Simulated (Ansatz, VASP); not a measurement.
Two plane-wave programs on As

```
As
1.0
     3.46300    0.00000    0.00000
    -1.73150    2.99905    0.00000
     0.00000    0.00000   28.00000
As
2
Direct
  0.33333 0.66667 0.53171
  0.66667 0.33333 0.46829
```

Alike in both runs: task single point; functional LDA; k mesh 9 × 9 × 1; occupations gaussian, width 0.02 eV; no spin polarisation.

|  | VASP | Ansatz |
| --- | --- | --- |
| version | VASP 6.6.1 | Ansatz 0.2.0 |
| potentials or method | VASP PAW LDA potentials, release 64 (As_d), cutoff 520 eV | scalar-relativistic, plane waves, PAW |
| valence electrons in the cell | 30 | 30 |

|  | VASP | Ansatz | Ansatz less VASP |
| --- | --- | --- | --- |
| rms of the force components (eV/Å) | 1.670 | 1.685 | +0.0158 |

LDA's correlation is that of Perdew and Zunger in VASP and of Perdew and Wang (1992) in Ansatz. Atom by atom the forces differ by 0.016 eV/Å (rms over components). Ansatz's warnings: xc potential rough in thin density.
